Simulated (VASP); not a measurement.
# HoMoN2 (P-6m2) in VASP: relaxation of cell and atoms with PBE

Aim: the relaxation of cell and atoms of HoMoN2 with PBE.

Program: VASP 6.6.1. These are calculated values, not measurements. Logs are shortened: lines on timing, memory, paths and dates and some standing lists are left out, and cuts for length are marked.

## (1) The cell of the first run

It takes space group P-6m2 (No. 187, hexagonal). The conventional cell has a = 3.796 Å, b = 3.796 Å, c = 5.342 Å, α = 90.00°, β = 90.00°, γ = 120.00°. Within 3.0 Å of Ho (site symmetry -6m2) lie 6 N at 2.30 Å. Mo (site symmetry -6m2) has 2 N at 1.98 Å within 2.6 Å. Within 1.8 Å of N (site symmetry 3m) lie 1 N at 1.38 Å.

The cell was generated, and may not be a known phase.

## (2) Relaxation of cell and atoms, PBE, collinear spin

INCAR

```
SYSTEM = HoMoN2
ALGO = Normal
EDIFF = 1E-7
EDIFFG = -0.08
ENCUT = 600
GGA = PE
GGA_COMPAT = .FALSE.
IBRION = 2
ISIF = 3
ISMEAR = 0
ISPIN = 2
LASPH = .TRUE.
LCHARG = .FALSE.
LMAXMIX = 6
LORBIT = 11
LREAL = .FALSE.
LWAVE = .FALSE.
MAGMOM = 0 1 0 0
NELM = 200
NELMIN = 4
NSW = 36
PREC = Accurate
SIGMA = 0.15
```

KPOINTS

```
k-points
0
G
  4 4 3
  0 0 0
```

POSCAR

```
HoMoN2
1.0
    3.7961820700      0.0000000000      0.0000000000
   -1.8980910300      3.2875901100      0.0000000000
    0.0000000000      0.0000000000      5.3416477200
Ho Mo N
1 1 2
Direct
    0.3333333300      0.6666666700      0.5000000000
    0.6666666700      0.3333333300      0.0000000000
    0.6666666700      0.3333333300      0.3706935300
    0.6666666700      0.3333333300      0.6293064700
```

Potentials or basis: VASP PAW PBE potentials, release 64 (Ho_3, Mo_sv, N), 4f in core.

Launch:

```
$ cat potpaw_PBE.64/Ho_3/POTCAR potpaw_PBE.64/Mo_sv/POTCAR potpaw_PBE.64/N/POTCAR > POTCAR
$ mpirun -np 1 vasp_std > vasp.out
```

OUTCAR:

```text
SYSTEM = HoMoN2
   EDIFF = 1E-7
   EDIFFG = -0.08
   ENCUT = 600
   GGA = PE
   IBRION = 2
   ISIF = 3
   ISMEAR = 0
   ISPIN = 2
   LASPH = .TRUE.
   LORBIT = 11
   LREAL = .FALSE.
   NELM = 200
   NELMIN = 4
   NSW = 36
   PREC = Accurate

 ion  position               nearest neighbor table
   1  0.333  0.667  0.500-   3 2.30   4 2.30   3 2.30   4 2.30   3 2.30   4 2.30   2 3.45   2 3.45
                             2 3.45   2 3.45   2 3.45   2 3.45
   2  0.667  0.333  0.000-   3 1.98   4 1.98   1 3.45   1 3.45   1 3.45   1 3.45   1 3.45   1 3.45

   3  0.667  0.333  0.371-   4 1.38   2 1.98   1 2.30   1 2.30   1 2.30
   4  0.667  0.333  0.629-   3 1.38   2 1.98   1 2.30   1 2.30   1 2.30

  LATTYP: Found a hexagonal cell.
 ALAT       =     3.7961820700
 C/A-ratio  =     1.4071105183

  Lattice vectors:

 A1 = (   3.7961820700,   0.0000000000,   0.0000000000)
 A2 = (  -1.8980910300,   3.2875901100,   0.0000000000)
 A3 = (   0.0000000000,   0.0000000000,   5.3416477200)

Analysis of symmetry for initial positions (statically):
=====================================================================
 Subroutine PRICEL returns:
 Original cell was already a primitive cell.

 Routine SETGRP: Setting up the symmetry group for a
 hexagonal supercell.

 Subroutine GETGRP returns: Found 12 space group operations
 (whereof 12 operations were pure point group operations)
 out of a pool of 24 trial point group operations.

The static configuration has the point symmetry D_3h.

Analysis of symmetry for dynamics (positions and initial velocities):
=====================================================================
 Subroutine PRICEL returns:
 Original cell was already a primitive cell.

 Routine SETGRP: Setting up the symmetry group for a
 hexagonal supercell.

 Subroutine GETGRP returns: Found 12 space group operations
 (whereof 12 operations were pure point group operations)
 out of a pool of 24 trial point group operations.

The dynamic configuration has the point symmetry D_3h.

Analysis of structural, dynamic, and magnetic symmetry:
=====================================================================
 Subroutine PRICEL returns:
 Original cell was already a primitive cell.

 Routine SETGRP: Setting up the symmetry group for a
 hexagonal supercell.

 Subroutine GETGRP returns: Found 12 space group operations
 (whereof 12 operations were pure point group operations)
 out of a pool of 24 trial point group operations.

The overall configuration has the point symmetry D_3h.

 Subroutine INISYM returns: Found 12 space group operations
 (whereof 12 operations are pure point group operations),
 and found     1 'primitive' translations

----------------------------------------------------------------------------------------

                                     Primitive cell

  volume of cell :      66.6653

  direct lattice vectors                    reciprocal lattice vectors
     3.796182070  0.000000000  0.000000000     0.263422560  0.152087086  0.000000000
    -1.898091030  3.287590110  0.000000000     0.000000000  0.304174172  0.000000000
     0.000000000  0.000000000  5.341647720     0.000000000  0.000000000  0.187208152

  length of vectors
     3.796182070  3.796182067  5.341647720     0.304174172  0.304174172  0.187208152

  position of ions in fractional coordinates (direct lattice)
     0.333333330  0.666666670  0.500000000
     0.666666670  0.333333330  0.000000000
     0.666666670  0.333333330  0.370693530
     0.666666670  0.333333330  0.629306470

  ion indices of the primitive-cell ions
   primitive index   ion index
                 1           1
                 2           2
                 3           3
                 4           4

----------------------------------------------------------------------------------------

 KPOINTS: k-points

Automatic generation of k-mesh.
 Grid dimensions read from file:
 generate k-points for:    4    4    3

 Generating k-lattice:

  Cartesian coordinates                     Fractional coordinates (reciprocal lattice)
     0.065855640  0.038021771  0.000000000     0.250000000  0.000000000  0.000000000
     0.000000000  0.076043543  0.000000000     0.000000000  0.250000000  0.000000000
     0.000000000  0.000000000  0.062402717     0.000000000  0.000000000  0.333333333

  Length of vectors
     0.076043543  0.076043543  0.062402717

  Shift w.r.t. Gamma in fractional coordinates (k-lattice)
     0.000000000  0.000000000  0.000000000

 Subroutine IBZKPT returns following result:
 ===========================================

 Found      8 irreducible k-points:

 Following reciprocal coordinates:
            Coordinates               Weight
  0.000000  0.000000  0.000000      1.000000
  0.250000 -0.000000  0.000000      6.000000
  0.500000 -0.000000  0.000000      3.000000
  0.250000  0.250000  0.000000      6.000000
  0.000000  0.000000  0.333333      2.000000
  0.250000 -0.000000  0.333333     12.000000
  0.500000 -0.000000  0.333333      6.000000
  0.250000  0.250000  0.333333     12.000000
   k-points           NKPTS =      8   k-points in BZ     NKDIM =      8   number of bands    NBANDS=     21
   number of dos      NEDOS =    301   number of ions     NIONS =      4
   total plane-waves  NPLWV =  43200
   dimension x,y,z NGX =    30 NGY =   30 NGZ =   48
   dimension x,y,z NGXF=    60 NGYF=   60 NGZF=   96
   ions per type =               1   1   2
   NGX,Y,Z   is equivalent  to a cutoff of  13.14, 13.14, 14.94 a.u.
   NGXF,Y,Z  is equivalent  to a cutoff of  26.28, 26.28, 29.88 a.u.
 SYSTEM =  HoMoN2
   PREC   = accura    normal or accurate (medium, high low for compatibility)
   ISTART =      0    job   : 0-new  1-cont  2-samecut
   ICHARG =      2    charge: 1-file 2-atom 10-const
   ISPIN  =      2    spin polarized calculation?
   LNONCOLLINEAR =      F non collinear calculations
   LSORBIT =      F    spin-orbit coupling
   LASPH  =      T    aspherical Exc in radial PAW
   ENCUT  =  600.0 eV  44.10 Ry    6.64 a.u.   7.58  7.58 10.67*2*pi/ulx,y,z
   NELM   =    200;   NELMIN=  4; NELMDL= -5     # of ELM steps
   EDIFF  = 0.1E-06   stopping-criterion for ELM
   LREAL  =      F    real-space projection
   EDIFFG = -.8E-01   stopping-criterion for IOM
   NSW    =     36    number of steps for IOM
   IBRION =      2    ionic relax: 0-MD 1-quasi-New 2-CG
   NFREE  =      1    steps in history (QN), initial steepest desc. (CG)
   ISIF   =      3    stress and relaxation
   ISYM   =      2    0-nonsym 1-usesym 2-fastsym
   POTIM  = 0.5000    time-step for ionic-motion
   TEBEG  =    0.0;   TEEND  =   0.0 temperature during run
   PSTRESS=    0.0 pullay stress
   NELECT =      33.0000    total number of electrons
   NUPDOWN=      -1.0000    fix difference up-down
   EMIN   =  10.00;   EMAX   =-10.00  energy-range for DOS
   EFERMI =   0.00;   METHOD = LEGACY
   ISMEAR =     0;   SIGMA  =   0.15  broadening in eV -4-tet -1-fermi 0-gaus
   EFERMI_NEDOS =   21; number of points for ismear=-14 and -15
   IALGO  =     38    algorithm
   IMIX   =      4    mixing-type and parameters
     AMIX     =   0.40;   BMIX     =  1.00
     AMIX_MAG =   1.60;   BMIX_MAG =  1.00
  volume/ion in A,a.u.               =      16.67       112.47
  Fermi-wavevector in a.u.,A,eV,Ry     =   1.295029  2.447250 22.818333  1.677100
  Thomas-Fermi vector in A             =   2.426575
   LORBIT       =     11    0 simple, 1 ext, 2 COOP (PROOUT), +10 PAW based schemes
   GGA     = PE    functional components
   LHFCALC =     F    Hartree Fock is set to
   AEXX    =    0.0000 exact exchange contribution
   IVDW    =     0    specifies the selected vdW correction
   LEPSILON=     F    determine dielectric tensor
   LRPA    =     F    only Hartree local field effects (RPA)
 conjugate gradient relaxation of ions
 spin polarized calculation
 Gauss-broadening in eV      SIGMA  =   0.15
  energy-cutoff  :      600.00
  volume of cell :       66.67
 maximum number of plane-waves:      2246
   NGX = 15   NGY = 15   NGZ = 21

--------------------------------------- Ionic step        1  -------------------------------------------

 number of electron      32.9999998 magnetization       0.8627255

 Free energy of the ion-electron system (eV)
  ---------------------------------------------------
  ext. energy  EPLUGINS =         0.00000000
  ---------------------------------------------------
  free energy    TOTEN  =       -32.24988036 eV

  energy without entropy =      -32.21200110  energy(sigma->0) =      -32.23094073

------------------------ aborting loop because EDIFF is reached ----------------------------------------

  FORCE on cell =-STRESS in cart. coord.  units (eV):
  Direction    XX          YY          ZZ          XY          YZ          ZX
  --------------------------------------------------------------------------------------
  -------------------------------------------------------------------------------------
  Total        0.6012337      0.6012337     -5.0204315      0.0000000     -0.0000000     -0.0000000
  in kB       14.4495372     14.4495372   -120.6567677      0.0000000     -0.0000000     -0.0000000
  external PRESSURE =     -30.5858978 kB  Pullay stress =       0.0000000 kB
[... 261 lines left out ...]
--------------------------------------- Ionic step        8  -------------------------------------------

 number of electron      32.9999997 magnetization       0.0000006

 number of electron      32.9999997 magnetization      -0.0000004

 Free energy of the ion-electron system (eV)
  ---------------------------------------------------
  ext. energy  EPLUGINS =         0.00000000
  ---------------------------------------------------
  free energy    TOTEN  =       -32.37409213 eV

  energy without entropy =      -32.34321860  energy(sigma->0) =      -32.35865536

 E-fermi :   5.8756     XC(G=0): -10.6004

 val. band max:        5.7652323212   @ k =   0.2500  -0.0000   0.0000
 cond. band min:       5.9149556887   @ k =   0.2500   0.2500   0.3333
 fundamental gap:      0.1497233675
 Fermi energy:         5.8755546987

 spin component 1

 k-point     1 :       0.0000    0.0000    0.0000
  band No.  band energies     occupation
      1     -55.8157      1.00000
      2     -30.6614      1.00000
      3     -29.5796      1.00000
      4     -29.5796      1.00000
      5     -18.9852      1.00000
      6     -18.9852      1.00000
[... 165 lines left out ...]
      4     -29.5932      1.00000
      5     -19.9765      1.00000
      6     -19.1538      1.00000
[... 13 lines left out ...]
     20       6.8407      0.00000
     21       8.8890      0.00000
 Fermi energy:         5.8755546987

 spin component 2

 k-point     1 :       0.0000    0.0000    0.0000
  band No.  band energies     occupation
      1     -55.8157      1.00000
      2     -30.6614      1.00000
      3     -29.5796      1.00000
      4     -29.5796      1.00000
      5     -18.9852      1.00000
      6     -18.9852      1.00000
[... 212 lines left out ...]
  FREE ENERGIE OF THE ION-ELECTRON SYSTEM (eV)
  ---------------------------------------------------
  free  energy   TOTEN  =       -32.3740921262 eV

  energy  without entropy=      -32.3432186037  energy(sigma->0) =      -32.35865536

 reached required accuracy - stopping structural energy minimisation

 total charge

# of ion       s       p       d       tot
------------------------------------------
    1        0.311   6.771   1.477   8.559
    2        2.259   6.152   3.867  12.279
    3        1.256   2.589   0.000   3.845
    4        1.256   2.589   0.000   3.845
--------------------------------------------------
tot          5.082  18.102   5.344  28.528

 magnetization (x)

# of ion       s       p       d       tot
------------------------------------------
    1       -0.000  -0.000   0.000  -0.000
    2       -0.000  -0.000   0.000   0.000
    3        0.000  -0.000   0.000   0.000
    4        0.000  -0.000   0.000   0.000
--------------------------------------------------
tot          0.000  -0.000   0.000   0.000
```

It took 3.3 min on 1 thread of AMD EPYC 7R13 (Zen 3), shared host; peak memory 0.22 GiB.

Results:

```
Free energy                                           : -32.3741 eV
Relaxed volume                                        : 16.77 Å³/atom
Relaxed cell                                          : a = 3.878 Å, b = 3.878 Å, c = 5.151 Å, α = 90.00°, β = 90.00°, γ = 120.00°
Space group after relaxing (to 0.1 Å)                 : P-6m2 (No. 187)
Energy gained by relaxing                             : 31.1 meV/atom
Ionic steps                                           : 8
Pressure after relaxing                               : 0.1 GPa
Largest force after relaxing                          : 0.013 eV/Å
Net moment                                            : 0.00 μB per cell
Valence electrons inside the program's atomic spheres : Ho 8.56; Mo 12.28; N 3.85
```

Forces on the atoms (eV/Å):
```
Ho   0.000  0.000  0.000
Mo   0.000  0.000  0.000
N    0.000  0.000 -0.013
N    0.000  0.000  0.013
```

Step by step:
| step | energy change (eV) | largest force (eV/Å) | pressure (GPa) | volume (Å³) |
| --- | --- | --- | --- | --- |
| 1 | 0.0000 | 0.1839 | -3.06 | 66.67 |
| 2 | 0.0131 | 0.5789 | 10.46 | 63.54 |
| 3 | -0.0954 | 0.0887 | 2.71 | 65.04 |
| 4 | -0.0955 | 0.1011 | 2.92 | 65.00 |
| 5 | -0.1223 | 0.0724 | 0.47 | 66.99 |
| 6 | -0.1225 | 0.0798 | 1.05 | 66.78 |
| 7 | -0.1187 | 0.1608 | -1.59 | 67.68 |
| 8 | -0.1242 | 0.0128 | 0.07 | 67.10 |

Final structure:
```
Ho Mo N
1.0
     3.87839    0.00000    0.00000
    -1.93919    3.35878    0.00000
     0.00000    0.00000    5.15087
Ho Mo N
1 1 2
Direct
  0.33333 0.66667 0.50000
  0.66667 0.33333 0.00000
  0.66667 0.33333 0.37057
  0.66667 0.33333 0.62943
```

Caveat: the k points lie up to 0.47 Å⁻¹ apart in the final cell; the magnetic or orbital state may not be the lowest; the moments typed at the start vanished in this run; spin-orbit coupling is left out, which moves the levels of the heavy elements; the 4f electrons are frozen in the core, so they carry no moment and show no levels. With open d or f shells a metallic result of PBE can be an artefact of self-interaction; +U or a hybrid may open a gap.
